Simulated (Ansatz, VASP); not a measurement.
Zr3S2 in VASP and in Ansatz

```
CELL_PARAMETERS angstrom
2.89521 1.67155 3.48037
-2.89521 1.67155 3.48037
0.00000 -3.34310 3.48037
ATOMIC_POSITIONS crystal
Zr 0.16211 0.83789 0.50000
Zr 0.50000 0.16211 0.83789
Zr 0.83789 0.50000 0.16211
S 0.33478 0.33478 0.33478
S 0.66522 0.66522 0.66522
```

Alike in both runs: task single point; functional PBE; k mesh 12 × 12 × 12; occupations gaussian, width 0.15 eV; no spin polarisation.

|  | VASP | Ansatz |
| --- | --- | --- |
| version | VASP 6.6.1 | Ansatz 0.2.0 |
| potentials or method | VASP PAW PBE potentials, release 64 (Zr_sv, S), cutoff 520 eV | scalar-relativistic, plane waves, PAW |
| valence electrons in the cell | 48 | 48 |

|  | VASP | Ansatz | Ansatz less VASP |
| --- | --- | --- | --- |
| gap on the k mesh at the Fermi level (eV) | none | none | - |
| pressure (GPa) | 0.0 | 0.0 | -0.02 |

A gap of «none» marks a metal or a gap that the smearing closes. With one functional, cell and mesh, what is left measures potentials, basis and numerics.
